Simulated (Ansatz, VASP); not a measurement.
## WC: VASP beside Ansatz

```xyz
4
Lattice="2.9175 0.0000 0.0000 -1.4587 2.5266 0.0000 0.0000 0.0000 5.7522" Properties=species:S:1:pos:R:3 pbc="T T T"
W     0.0000    0.0000    0.0000
W     0.0000    0.0000    2.8761
C     0.0000    1.6844    1.4381
C     1.4587    0.8422    4.3142
```

Alike in both runs: functional PBE; k mesh 18 × 18 × 8; occupations gaussian, width 0.1 eV; no spin polarisation.

Ansatz relaxed the structure, and its values are those at the end. VASP's run is a single point on that final structure, the one shown.

|  | VASP | Ansatz |
| --- | --- | --- |
| version | VASP 6.6.1 | Ansatz 0.2.0 |
| potentials or method | VASP PAW PBE potentials, release 64 (W_sv, C_h), cutoff 1300 eV | scalar-relativistic, plane waves, PAW |
| valence electrons in the cell | 36 | 36 |

```csv
,VASP,Ansatz,Ansatz less VASP
gap on the k mesh at the Fermi level (eV),none,none,-
pressure (GPa),1.0,0.0,-0.95
```

A gap of «none» marks a metal or a gap that the smearing closes. With one functional, cell and mesh, what is left measures potentials, basis and numerics.

Neither program's run includes spin-orbit coupling.
